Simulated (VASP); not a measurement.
The system is RbBr.

```
CELL_PARAMETERS angstrom
0.00000 3.31167 3.46083
3.31167 0.00000 3.46083
3.31167 3.31167 0.00000
ATOMIC_POSITIONS crystal
Rb 0.00000 0.00000 0.00000
Br 0.50000 0.50000 0.50000
```

This cell differs from its parent crystal: biaxial xy strain -4.3%.

Base run:

```yaml
Program: VASP 6.6.1
Functional: PBE
Potentials_or_basis: VASP PAW PBE potentials, release 64 (Rb_sv, Br)
Cutoff: 520 eV
k_mesh: 6 × 6 × 6
Occupations: fermi-dirac, width 0.02 eV
Spin: no spin polarisation
```

Its results: band gap on the k mesh 4.49 eV, direct; pressure 2.3 GPa.

**Question.** The run is repeated on the same cell with these changes: functional from PBE to r2SCAN; occupations from fermi-dirac, width 0.02 eV to gaussian, width 0.01 eV. What comes out?

**Answer.** Band gap on the k mesh 5.10 eV, direct; pressure 1.7 GPa.

Caveats: the PAW data sets were made with another functional, which shifts forces and pressure a little (some runs).

